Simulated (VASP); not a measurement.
Set up this calculation in VASP 6.6.1, as the native input.

* Task: single point
* Functional: PBE
* Potentials or basis: VASP PAW PBE potentials, release 64 (Ir, P)
* Cutoff: 520 eV
* k mesh: 12 × 12 × 12
* Occupations: gaussian, width 0.05 eV
* Spin: no spin polarisation
* Dipole correction: no
* Further INCAR settings: ALGO = Normal; EDIFF = 1e-06; NBANDS = 14

The structure of PIr lies in POSCAR:

```
PIr
1.0
    0.0000000000      2.6857351837      2.6857351837
    2.6857351837      0.0000000000      2.6857351837
    2.6857351837      2.6857351837      0.0000000000
Ir P
1 1
Direct
    0.0000000000      0.0000000000      0.0000000000
    0.2500000000      0.2500000000      0.2500000000
```

This cell differs from its parent crystal: volume scaled by 1.070.

The input as run:

INCAR

```
SYSTEM = PIr
ALGO = Normal
EDIFF = 1E-6
ENCUT = 520
GGA = PE
ISIF = 2
ISMEAR = 0
LASPH = .True.
LCHARG = .False.
LREAL = .False.
LWAVE = .False.
NBANDS = 14
NELM = 100
PREC = Accurate
SIGMA = 0.05
```

KPOINTS

```
k-points
0
Gamma
  12 12 12
  0 0 0
```

Potentials or basis: VASP PAW PBE potentials, release 64 (Ir, P).

Launch:

```sh
$ cat potpaw_PBE.64/Ir/POTCAR potpaw_PBE.64/P/POTCAR > POTCAR
$ mpirun -np 1 vasp_std > vasp.out
```

It gave:

- Pressure: -9.6 GPa
- Band gap on the k mesh: zero (band 7 reaches 9.33 eV, above the bottom of band 8 at 5.47 eV)

Caveat: spin-orbit coupling is left out, which moves the levels of the heavy elements.

Wall time 30 s on 1 thread of AMD EPYC 7R43 64-Core Processor (Zen 3) (shared host), peak memory 0.15 GiB.
